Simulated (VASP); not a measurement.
# Mg3TlF (Pm-3m) in VASP: a series of runs

The runs below take Mg3TlF through single point, relaxation of cell and atoms, with PBE.

All numbers are computed with VASP 6.6.1; they aren't measurements. Logs are shortened: lines on timing, memory, paths and dates and some standing lists are left out, and cuts for length are marked.

## (1) The cell of the first run

The structure is cubic, space group Pm-3m (No. 221). Conventional cell: a = 4.616 Å, b = 4.616 Å, c = 4.616 Å, α = 90.00°, β = 90.00°, γ = 90.00°. Mg (site symmetry 4/mmm) has 2 F at 2.31 Å within 3.1 Å. Tl (site symmetry m-3m) has 12 Mg at 3.26 Å and 8 F at 4.00 Å within 4.3 Å. Within 3.1 Å of F (site symmetry m-3m) lie 6 Mg at 2.31 Å.

The cell was built from a structure type or drawn by symmetry, and may not be a known phase.

## (2) Single point, PBE

INCAR

```
SYSTEM = Mg3TlF
ALGO     = Normal         ! electronic algorithm
EDIFF    = 1E-6           ! SCF threshold, eV
ENCUT    = 520            ! plane-wave cutoff, eV
GGA      = PE             ! functional
ISIF     = 2              ! what is computed and relaxed
ISMEAR   = 0              ! smearing method
LASPH    = .TRUE.         ! aspherical terms in the spheres
LCHARG   = .FALSE.        ! write CHGCAR
LREAL    = .FALSE.        ! projectors in reciprocal space
LWAVE    = .FALSE.        ! write WAVECAR
NBANDS   = 21             ! bands
NELM     = 100            ! most SCF steps
PREC     = Accurate       ! precision mode
SIGMA    = 0.1            ! smearing width, eV
```

KPOINTS

```
k-points
0
G
  8 8 8
  0 0 0
```

POSCAR

```
Mg3TlF
1.0
    4.6163839461      0.0000000000      0.0000000000
    0.0000000000      4.6163839461      0.0000000000
    0.0000000000      0.0000000000      4.6163839461
Mg Tl F
3 1 1
Direct
    0.0000000000      0.5000000000      0.5000000000
    0.5000000000      0.0000000000      0.5000000000
    0.5000000000      0.5000000000      0.0000000000
    0.0000000000      0.0000000000      0.0000000000
    0.5000000000      0.5000000000      0.5000000000
```

Potentials or basis: VASP PAW PBE potentials, release 64 (Mg, Tl_d, F).

On the command line:

```console
cat potpaw_PBE.64/Mg/POTCAR potpaw_PBE.64/Tl_d/POTCAR potpaw_PBE.64/F/POTCAR > POTCAR
mpirun -np 1 vasp_std > vasp.out
```

OUTCAR:

```text
SYSTEM = Mg3TlF
   EDIFF = 1E-6
   ENCUT = 520
   GGA = PE
   ISIF = 2
   ISMEAR = 0
   LASPH = .TRUE.
   LREAL = .FALSE.
   NELM = 100
   PREC = Accurate

 ion  position               nearest neighbor table
   1  0.000  0.500  0.500-   5 2.31   5 2.31   4 3.26   2 3.26   3 3.26   4 3.26   2 3.26   4 3.26
                             4 3.26   2 3.26   3 3.26   3 3.26   3 3.26   2 3.26
   2  0.500  0.000  0.500-   5 2.31   5 2.31   4 3.26   1 3.26   3 3.26   4 3.26   1 3.26   3 3.26
                             3 3.26   3 3.26   1 3.26   4 3.26   4 3.26   1 3.26
   3  0.500  0.500  0.000-   5 2.31   5 2.31   4 3.26   1 3.26   1 3.26   2 3.26   2 3.26   2 3.26
                             4 3.26   2 3.26   1 3.26   4 3.26   1 3.26   4 3.26
   4  0.000  0.000  0.000-   1 3.26   2 3.26   3 3.26   1 3.26   2 3.26   1 3.26   3 3.26   1 3.26
                             2 3.26   3 3.26   2 3.26   3 3.26
   5  0.500  0.500  0.500-   1 2.31   2 2.31   3 2.31   3 2.31   2 2.31   1 2.31

  LATTYP: Found a simple cubic cell.
 ALAT       =     4.6163839461

  Lattice vectors:

 A1 = (   4.6163839461,   0.0000000000,   0.0000000000)
 A2 = (   0.0000000000,   4.6163839461,   0.0000000000)
 A3 = (   0.0000000000,   0.0000000000,   4.6163839461)

Analysis of symmetry for initial positions (statically):
=====================================================================
 Subroutine PRICEL returns:
 Original cell was already a primitive cell.

 Routine SETGRP: Setting up the symmetry group for a
 simple cubic supercell.

 Subroutine GETGRP returns: Found 48 space group operations
 (whereof 48 operations were pure point group operations)
 out of a pool of 48 trial point group operations.

The static configuration has the point symmetry O_h .

Analysis of symmetry for dynamics (positions and initial velocities):
=====================================================================
 Subroutine PRICEL returns:
 Original cell was already a primitive cell.

 Routine SETGRP: Setting up the symmetry group for a
 simple cubic supercell.

 Subroutine GETGRP returns: Found 48 space group operations
 (whereof 48 operations were pure point group operations)
 out of a pool of 48 trial point group operations.

The dynamic configuration has the point symmetry O_h .

 Subroutine INISYM returns: Found 48 space group operations
 (whereof 48 operations are pure point group operations),
 and found     1 'primitive' translations

----------------------------------------------------------------------------------------

                                     Primitive cell

  volume of cell :      98.3798

  direct lattice vectors                    reciprocal lattice vectors
     4.616383946  0.000000000  0.000000000     0.216619764  0.000000000  0.000000000
     0.000000000  4.616383946  0.000000000     0.000000000  0.216619764  0.000000000
     0.000000000  0.000000000  4.616383946     0.000000000  0.000000000  0.216619764

  length of vectors
     4.616383946  4.616383946  4.616383946     0.216619764  0.216619764  0.216619764

  position of ions in fractional coordinates (direct lattice)
     0.000000000  0.500000000  0.500000000
     0.500000000  0.000000000  0.500000000
     0.500000000  0.500000000  0.000000000
     0.000000000  0.000000000  0.000000000
     0.500000000  0.500000000  0.500000000

  ion indices of the primitive-cell ions
   primitive index   ion index
                 1           1
                 2           2
                 3           3
                 4           4
                 5           5

----------------------------------------------------------------------------------------

 KPOINTS: k-points

Automatic generation of k-mesh.
 Grid dimensions read from file:
 generate k-points for:    8    8    8

 Generating k-lattice:

  Cartesian coordinates                     Fractional coordinates (reciprocal lattice)
     0.027077470  0.000000000  0.000000000     0.125000000  0.000000000  0.000000000
     0.000000000  0.027077470  0.000000000     0.000000000  0.125000000  0.000000000
     0.000000000  0.000000000  0.027077470     0.000000000  0.000000000  0.125000000

  Length of vectors
     0.027077470  0.027077470  0.027077470

  Shift w.r.t. Gamma in fractional coordinates (k-lattice)
     0.000000000  0.000000000  0.000000000

 Subroutine IBZKPT returns following result:
 ===========================================

 Found     35 irreducible k-points:

 Following reciprocal coordinates:
            Coordinates               Weight
  0.000000  0.000000  0.000000      1.000000
  0.125000  0.000000  0.000000      6.000000
  0.250000  0.000000  0.000000      6.000000
  0.375000  0.000000  0.000000      6.000000
  0.500000  0.000000  0.000000      3.000000
  0.125000  0.125000  0.000000     12.000000
[... 16 lines left out ...]
  0.375000  0.375000  0.125000     24.000000
  0.500000  0.375000  0.125000     24.000000
 [... further k-points ...]
   k-points           NKPTS =     35   k-points in BZ     NKDIM =     35   number of bands    NBANDS=     21
   number of dos      NEDOS =    301   number of ions     NIONS =      5
   total plane-waves  NPLWV =  46656
   dimension x,y,z NGX =    36 NGY =   36 NGZ =   36
   dimension x,y,z NGXF=    72 NGYF=   72 NGZF=   72
   ions per type =               3   1   1
   NGX,Y,Z   is equivalent  to a cutoff of  12.96, 12.96, 12.96 a.u.
   NGXF,Y,Z  is equivalent  to a cutoff of  25.93, 25.93, 25.93 a.u.
 SYSTEM =  Mg3TlF
   PREC   = accura    normal or accurate (medium, high low for compatibility)
   ISTART =      0    job   : 0-new  1-cont  2-samecut
   ICHARG =      2    charge: 1-file 2-atom 10-const
   ISPIN  =      1    spin polarized calculation?
   LNONCOLLINEAR =      F non collinear calculations
   LSORBIT =      F    spin-orbit coupling
   LASPH  =      T    aspherical Exc in radial PAW
   ENCUT  =  520.0 eV  38.22 Ry    6.18 a.u.   8.58  8.58  8.58*2*pi/ulx,y,z
   NELM   =    100;   NELMIN=  2; NELMDL= -5     # of ELM steps
   EDIFF  = 0.1E-05   stopping-criterion for ELM
   LREAL  =      F    real-space projection
   EDIFFG = 0.1E-04   stopping-criterion for IOM
   NSW    =      0    number of steps for IOM
   IBRION =     -1    ionic relax: 0-MD 1-quasi-New 2-CG
   NFREE  =      0    steps in history (QN), initial steepest desc. (CG)
   ISIF   =      2    stress and relaxation
   ISYM   =      2    0-nonsym 1-usesym 2-fastsym
   POTIM  = 0.5000    time-step for ionic-motion
   TEBEG  =    0.0;   TEEND  =   0.0 temperature during run
   PSTRESS=    0.0 pullay stress
   NELECT =      26.0000    total number of electrons
   NUPDOWN=      -1.0000    fix difference up-down
   EMIN   =  10.00;   EMAX   =-10.00  energy-range for DOS
   EFERMI =   0.00;   METHOD = LEGACY
   ISMEAR =     0;   SIGMA  =   0.10  broadening in eV -4-tet -1-fermi 0-gaus
   EFERMI_NEDOS =   21; number of points for ismear=-14 and -15
   IALGO  =     38    algorithm
   IMIX   =      4    mixing-type and parameters
     AMIX     =   0.40;   BMIX     =  1.00
     AMIX_MAG =   1.60;   BMIX_MAG =  1.00
  volume/ion in A,a.u.               =      19.68       132.78
  Fermi-wavevector in a.u.,A,eV,Ry     =   1.050584  1.985315 15.017108  1.103726
  Thomas-Fermi vector in A             =   2.185593
   LORBIT       =      0    0 simple, 1 ext, 2 COOP (PROOUT), +10 PAW based schemes
   GGA     = PE    functional components
   LHFCALC =     F    Hartree Fock is set to
   AEXX    =    0.0000 exact exchange contribution
   IVDW    =     0    specifies the selected vdW correction
   LEPSILON=     F    determine dielectric tensor
   LRPA    =     F    only Hartree local field effects (RPA)
 non-spin polarized calculation
 Gauss-broadening in eV      SIGMA  =   0.10
  energy-cutoff  :      520.00
  volume of cell :       98.38
 maximum number of plane-waves:      2680
 NGX is ok and might be reduce to    36
   NGX = 17   NGY = 17   NGZ = 17

 number of electron      26.0000011 magnetization

 Free energy of the ion-electron system (eV)
  ---------------------------------------------------
  ext. energy  EPLUGINS =         0.00000000
  ---------------------------------------------------
  free energy    TOTEN  =       -12.44330116 eV

  energy without entropy =      -12.43494112  energy(sigma->0) =      -12.43912114

 E-fermi :   4.8089     XC(G=0):  -9.3751

 val. band max:        4.7941108532   @ k =   0.5000   0.3750   0.1250
 cond. band min:       4.8918784146   @ k =   0.3750   0.0000   0.0000
 fundamental gap:      0.0977675614
 Fermi energy:         4.8089267572

 k-point     1 :       0.0000    0.0000    0.0000
  band No.  band energies     occupation
      1     -21.6726      2.00000
      2      -6.6369      2.00000
      3      -6.6369      2.00000
      4      -6.5983      2.00000
      5      -6.5983      2.00000
      6      -6.5983      2.00000
[... 13 lines left out ...]
     20      10.6924      0.00000
     21      10.6924      0.00000

 k-point     2 :       0.1250    0.0000    0.0000
  band No.  band energies     occupation
      1     -21.6715      2.00000
      2      -6.6360      2.00000
      3      -6.6285      2.00000
      4      -6.6023      2.00000
      5      -6.6023      2.00000
      6      -6.5979      2.00000
[... 13 lines left out ...]
     20      10.7585      0.00000
     21      11.3453      0.00000

 k-point     3 :       0.2500    0.0000    0.0000
  band No.  band energies     occupation
      1     -21.6687      2.00000
      2      -6.6336      2.00000
      3      -6.6120      2.00000
      4      -6.6120      2.00000
      5      -6.6085      2.00000
      6      -6.5970      2.00000
[... 13 lines left out ...]
     20      10.2072      0.00000
     21      10.9428      0.00000
[... 457 lines left out ...]
 k-point    23 :       0.3750    0.3750    0.1250
  band No.  band energies     occupation
      1     -21.6567      2.00000
      2      -6.6480      2.00000
      3      -6.6221      2.00000
      4      -6.6217      2.00000
      5      -6.5974      2.00000
      6      -6.5519      2.00000
[... 13 lines left out ...]
     20      10.1985      0.00000
     21      11.5961      0.00000

 k-point    24 :       0.5000    0.3750    0.1250
  band No.  band energies     occupation
      1     -21.6554      2.00000
      2      -6.6526      2.00000
      3      -6.6256      2.00000
      4      -6.6213      2.00000
      5      -6.5954      2.00000
      6      -6.5440      2.00000
[... 13 lines left out ...]
     20      10.3742      0.00000
     21      11.9782      0.00000

 [... further k-points ...]

------------------------ aborting loop because EDIFF is reached ----------------------------------------

  FORCE on cell =-STRESS in cart. coord.  units (eV):
  Direction    XX          YY          ZZ          XY          YZ          ZX
  --------------------------------------------------------------------------------------
  -------------------------------------------------------------------------------------
  Total       -0.1691901     -0.1691901     -0.1691901      0.0000000      0.0000000      0.0000000
  in kB       -2.7553696     -2.7553696     -2.7553696      0.0000000      0.0000000      0.0000000
  external PRESSURE =      -2.7553696 kB  Pullay stress =       0.0000000 kB

 VOLUME and BASIS-vectors are now :
 -----------------------------------------------------------------------------
  energy-cutoff  :      520.00
  volume of cell :       98.38
      direct lattice vectors                 reciprocal lattice vectors
     4.616383946  0.000000000  0.000000000     0.216619764  0.000000000  0.000000000
     0.000000000  4.616383946  0.000000000     0.000000000  0.216619764  0.000000000
     0.000000000  0.000000000  4.616383946     0.000000000  0.000000000  0.216619764

 POSITION                                       TOTAL-FORCE (eV/Angst)
 -----------------------------------------------------------------------------------
      0.00000      2.30819      2.30819         0.000000      0.000000      0.000000
      2.30819      0.00000      2.30819         0.000000      0.000000      0.000000
      2.30819      2.30819      0.00000         0.000000      0.000000      0.000000
      0.00000      0.00000      0.00000         0.000000      0.000000      0.000000
      2.30819      2.30819      2.30819         0.000000      0.000000      0.000000
 -----------------------------------------------------------------------------------
    total drift:                                0.000000      0.000000      0.000000

  FREE ENERGIE OF THE ION-ELECTRON SYSTEM (eV)
  ---------------------------------------------------
  free  energy   TOTEN  =       -12.4433011569 eV

  energy  without entropy=      -12.4349411155  energy(sigma->0) =      -12.43912114
```

Wall time 22 s (1 thread of Intel Xeon 6975P-C (Granite Rapids), shared host); peak memory 0.25 GiB.

What came out:

- Free energy: -12.4433 eV
- Pressure: -0.3 GPa
- Band gap on the k mesh: zero (bands 13 and 14 overlap by 1.48 eV)

Levels at points of the mesh, in eV from the Fermi level:
| k point | band 10 | band 11 | band 12 | band 13 | band 14 | band 15 | band 16 | band 17 |
| --- | --- | --- | --- | --- | --- | --- | --- | --- |
| (0.00, 0.00, 0.00) | -8.35 | -0.34 | -0.34 | -0.34 | -0.12 | 0.69 | 0.69 | 5.73 |
| (0.50, 0.00, 0.00) | -6.82 | -4.72 | 0.18 | 0.18 | 1.45 | 2.21 | 2.28 | 2.86 |
| (0.50, 0.50, 0.00) | -6.68 | -3.07 | -3.07 | -1.56 | 1.59 | 2.38 | 2.92 | 2.92 |
| (0.50, 0.50, 0.50) | -5.95 | -2.63 | -2.63 | -2.63 | 0.09 | 0.09 | 0.09 | 1.25 |

Caveat: spin-orbit coupling is left out, which moves the levels of the heavy elements.

## (3) Relaxation of cell and atoms, PBE

INCAR

```
PREC     = Accurate       # precision mode
ENCUT    = 600            # plane-wave cutoff, eV
EDIFF    = 1E-7           # SCF threshold, eV
ISMEAR   = 0              # smearing method
SIGMA    = 0.1            # smearing width, eV
LREAL    = False          # projectors in reciprocal space
LASPH    = True           # aspherical terms in the spheres
NELM     = 100            # most SCF steps
ALGO     = Fast           # electronic algorithm
ISIF     = 3              # what is computed and relaxed
LWAVE    = False          # write WAVECAR
LCHARG   = False          # write CHGCAR
GGA      = PE             # functional
IBRION   = 2              # ionic algorithm
NSW      = 100            # ionic steps
EDIFFG   = -0.01          # ionic threshold
```

KPOINTS

```
Automatic mesh
0
Gamma
  8 8 8
```

POSCAR, as its differences from that of step 2:

```diff
@@ -2,5 +2,5 @@
 1.0
-    4.6163839461      0.0000000000      0.0000000000
-    0.0000000000      4.6163839461      0.0000000000
-    0.0000000000      0.0000000000      4.6163839461
+    4.6186716278      0.0000000000      0.0000000000
+    0.0000000000      4.6186716278      0.0000000000
+    0.0000000000      0.0000000000      4.6186716278
 Mg Tl F
```

Potentials or basis: VASP PAW PBE potentials, release 64 (Mg, Tl_d, F).

On the command line:

```console
cat potpaw_PBE.64/Mg/POTCAR potpaw_PBE.64/Tl_d/POTCAR potpaw_PBE.64/F/POTCAR > POTCAR
mpirun -np 1 vasp_std > vasp.out
```

It took 63 s on 1 thread of Intel Xeon 6975P-C (Granite Rapids), shared host; peak memory 0.3 GiB.

It converged, with:

* Free energy: -12.4465 eV
* Relaxed volume: 19.53 Å³/atom
* Relaxed cell: a = 4.605 Å, b = 4.605 Å, c = 4.605 Å, α = 90.00°, β = 90.00°, γ = 90.00°
* Space group after relaxing (to 0.1 Å): Pm-3m (No. 221)
* Energy gained by relaxing: 0.2 meV/atom
* Ionic steps: 3
* Pressure after relaxing: 0.0 GPa
* Band gap on the k mesh: zero (bands 13 and 14 overlap by 1.47 eV)

The path:
```
step  energy change (eV)  largest force (eV/Å)  pressure (GPa)  volume (Å³)
   1              0.0000                0.0000           -0.36        98.53
   2             -0.0009                0.0000           -0.10        97.90
   3             -0.0010                0.0000           -0.01        97.67
```

Final structure:
```
CELL_PARAMETERS angstrom
4.60522 0.00000 0.00000
0.00000 4.60522 0.00000
0.00000 0.00000 4.60522
ATOMIC_POSITIONS crystal
Mg 0.00000 0.50000 0.50000
Mg 0.50000 0.00000 0.50000
Mg 0.50000 0.50000 0.00000
Tl 0.00000 0.00000 0.00000
F 0.50000 0.50000 0.50000
```

Levels at points of the mesh, in eV from the Fermi level:
```tsv
k point	band 11	band 12	band 13	band 14	band 15	band 16
(0.00, 0.00, 0.00)	-0.34	-0.34	-0.34	-0.08	0.70	0.70
(0.50, 0.00, 0.00)	-4.75	0.17	0.17	1.49	2.23	2.28
(0.50, 0.50, 0.00)	-3.09	-3.09	-1.55	1.59	2.40	2.93
(0.50, 0.50, 0.50)	-2.65	-2.65	-2.65	0.10	0.10	0.10
```

Caveat: spin-orbit coupling is left out, which moves the levels of the heavy elements.

## (4) Single point, PBE

This run uses another cell than the first one, of 21.02 Å³/atom.

INCAR

```
SYSTEM = Mg3TlF
ALGO = Normal
EDIFF = 1E-6
ENCUT = 520
GGA = PE
ISIF = 2
ISMEAR = 0
LASPH = .TRUE.
LCHARG = .TRUE.
LELF = .TRUE.
LREAL = .FALSE.
LVHAR = .TRUE.
LWAVE = .FALSE.
NBANDS = 21
NELM = 100
PREC = Accurate
SIGMA = 0.1
```

KPOINTS

```
k-points
0
G
  4 4 4
  0 0 0
```

POSCAR, as its differences from that of step 3:

```diff
@@ -2,5 +2,5 @@
 1.0
-    4.6186716278      0.0000000000      0.0000000000
-    0.0000000000      4.6186716278      0.0000000000
-    0.0000000000      0.0000000000      4.6186716278
+    4.7190843500      0.0000000000      0.0000000000
+    0.0000000000      4.7190843500      0.0000000000
+    0.0000000000      0.0000000000      4.7190843500
 Mg Tl F
```

On the command line:

```console
cat potpaw_PBE.64/Mg/POTCAR potpaw_PBE.64/Tl_d/POTCAR potpaw_PBE.64/F/POTCAR > POTCAR
mpirun -np 1 vasp_std > vasp.out
```

It took 9.8 s on 1 thread of Intel Xeon 6975P-C (Granite Rapids), shared host; peak memory 0.21 GiB.

Results (log left out):

| Quantity | Value |
| --- | --- |
| Free energy | -12.1996 eV |
| Pressure | -2.5 GPa |
| Band gap on the k mesh | zero (bands 13 and 14 overlap by 1.26 eV) |

Levels at points of the mesh, in eV from the Fermi level:
| k point | band 9 | band 10 | band 11 | band 12 | band 13 | band 14 | band 15 | band 16 | band 17 | band 18 |
| --- | --- | --- | --- | --- | --- | --- | --- | --- | --- | --- |
| (0.00, 0.00, 0.00) | -8.05 | -8.05 | -0.66 | -0.50 | -0.50 | -0.50 | 0.38 | 0.38 | 5.30 | 5.30 |
| (0.50, 0.00, 0.00) | -8.02 | -6.80 | -4.74 | 0.02 | 0.02 | 0.91 | 1.78 | 2.01 | 2.53 | 2.53 |
| (0.50, 0.50, 0.00) | -8.01 | -6.76 | -3.12 | -3.12 | -1.80 | 1.34 | 1.95 | 2.64 | 2.64 | 3.76 |
| (0.50, 0.50, 0.50) | -8.21 | -6.12 | -2.66 | -2.66 | -2.66 | -0.22 | -0.22 | -0.22 | 0.98 | 9.24 |

Caveat: spin-orbit coupling is left out, which moves the levels of the heavy elements.

## (5) The runs side by side

| task | cell | k mesh | cutoff (eV) | gap on the mesh (eV) | pressure (GPa) |
| --- | --- | --- | --- | --- | --- |
| single point | a = 4.616 Å, 5 atoms | 8 × 8 × 8 | 520 | none | -0.3 |
| relaxation of cell and atoms | relaxed from a = 4.619 Å, 5 atoms | 8 × 8 × 8 | 600 | none | 0.0 |
| single point | a = 4.719 Å, 5 atoms | 4 × 4 × 4 | 520 | none | -2.5 |

Alike in all rows: level PBE; potentials or basis VASP PAW PBE potentials, release 64 (Mg, Tl_d, F); no spin polarisation; smearing gaussian 0.1 eV.

Caveats: spin-orbit coupling is left out, which moves the levels of the heavy elements.

Total energies depend on the potentials used, so only differences within one code and one set of settings carry meaning.
